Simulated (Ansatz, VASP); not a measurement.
## AlFe in VASP and in Ansatz

```
Al Fe
1.0
     2.83431    0.00000    0.00000
     0.00000    2.83431    0.00000
     0.00000    0.00000    2.83431
Al Fe
1 1
Cartesian
  0.0000 0.0000 0.0000
  1.4172 1.4172 1.4172
```

Alike in both runs: task single point; functional LDA; k mesh 16 × 16 × 16; occupations gaussian, width 0.05 eV; collinear spin.

|  | VASP | Ansatz |
| --- | --- | --- |
| version | VASP 6.6.1 | Ansatz 0.2.0 |
| potentials or method | VASP PAW LDA potentials, release 64 (Al, Fe), cutoff 520 eV | scalar-relativistic, plane waves, PAW |
| valence electrons in the cell | 11 | 19 |

Ansatz gave:

| Item | Value |
| --- | --- |
| gap on the k mesh at the Fermi level (eV) | none |
| pressure (GPa) | -3.9 |
| net moment per atom (μB) | 0.33 |
| size of the moment on the site where the two differ most (μB) | 0.67 |

Estimate VASP's values.

gap on the k mesh at the Fermi level (eV): none; pressure (GPa): -3.5; net moment per atom (μB): 0.32; size of the moment on the site where the two differ most (μB): 0.66.

LDA's correlation is that of Perdew and Zunger in VASP and of Perdew and Wang (1992) in Ansatz. Site moments also hang on the region over which each program counts them. A gap of «none» marks a metal or a gap that the smearing closes. VASP's potentials hold 11 valence electrons a cell and Ansatz's 19, so a difference there can come from the potentials and not from the codes.
